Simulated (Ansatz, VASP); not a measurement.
Ag3S2 in VASP and in Ansatz

```
CELL_PARAMETERS angstrom
4.07883 0.00000 0.00000
-2.03942 3.53237 0.00000
0.00000 0.00000 6.76486
ATOMIC_POSITIONS crystal
Ag 0.00000 0.00000 0.00000
Ag 0.33333 0.66667 0.62487
Ag 0.66667 0.33333 0.37513
S 0.33333 0.66667 0.21171
S 0.66667 0.33333 0.78829
```

Alike in both runs: functional PBE; k mesh 6 × 6 × 4; occupations gaussian, width 0.1 eV; no spin polarisation.

Ansatz relaxed the structure, and its values are those at the end. VASP's run is a single point on that final structure, the one shown.

|  | VASP | Ansatz |
| --- | --- | --- |
| version | VASP 6.6.1 | Ansatz 0.2.0 |
| potentials or method | VASP PAW PBE potentials, release 64 (Ag, S), cutoff 520 eV | scalar-relativistic, plane waves, PAW |
| valence electrons in the cell | 45 | 69 |

```csv
,VASP,Ansatz,Ansatz less VASP
gap on the k mesh at the Fermi level (eV),none,none,-
pressure (GPa),-0.2,-0.1,+0.14
rms of the force components (eV/Å),0.013,0.010,-0.0025
```

A gap of «none» marks a metal or a gap that the smearing closes. The functional is the same, so the differences come from potentials, cutoffs and numerics. VASP's potentials hold 45 valence electrons a cell and Ansatz's 69, so a difference there can come from the potentials and not from the codes.
